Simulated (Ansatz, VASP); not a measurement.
## Two plane-wave programs on HfO2

```xyz
3
Lattice="0.0000 2.5261 2.5261 2.5261 0.0000 2.5261 2.5261 2.5261 0.0000" Properties=species:S:1:pos:R:3 pbc="T T T"
Hf    0.0000    0.0000    0.0000
O     1.2630    1.2630    1.2630
O     3.7891    3.7891    3.7891
```

Alike in both runs: task single point; functional PBE; k mesh 8 × 8 × 8; occupations gaussian, width 0.05 eV; no spin polarisation.

```csv
,VASP,Ansatz
version,VASP 6.6.1,Ansatz 0.2.0
potentials or method,"VASP PAW PBE potentials, release 64 (Hf_pv, O), cutoff 520 eV","scalar-relativistic, plane waves, PAW"
valence electrons in the cell,22,38
```

```csv
,VASP,Ansatz,Ansatz less VASP
gap on the k mesh at the Fermi level (eV),3.83,3.81,-0.016
least direct gap on the mesh (eV),3.83,3.81,-0.016
pressure (GPa),3.1,7.0,+3.93
```

With one functional, cell and mesh, what is left measures potentials, basis and numerics. VASP's potentials hold 22 valence electrons a cell and Ansatz's 38, so a difference there can come from the potentials and not from the codes.

Spin-orbit coupling is off throughout.
